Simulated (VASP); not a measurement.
Runs of VASP 6.6.1 on Ti. The structure is that of space group I4/mmm (No. 139), or close to it. The cells are those of the table. 

```tsv
cell	gap on the mesh (eV)	pressure (GPa)
a = 2.873, b = 2.873, c = 2.986 Å, angles 58.7, 58.7, 62.6°, 1 atom	none	0.3
a = 2.880, b = 2.880, c = 3.101 Å, angles 57.4, 57.4, 65.1°, 1 atom	none	-3.4
a = 2.819, b = 2.819, c = 2.641 Å, angles 62.1, 62.1, 55.9°, 1 atom	none	24.0
a = 2.880, b = 2.880, c = 2.641 Å, angles 62.7, 62.7, 54.6°, 1 atom	none	(a)
```

Alike in all rows: task single point; level r2SCAN; potentials or basis VASP PAW PBE potentials, release 64 (Ti_sv); no spin polarisation; k mesh 20 × 20 × 20; cutoff (eV) 520; smearing gaussian 0.15 eV.

Fill in the values left out.

(a) 16.9.

Caveats: the PAW data sets were made with another functional, which shifts forces and pressure a little.

A gap of «none» marks levels without a gap at the run's occupations.
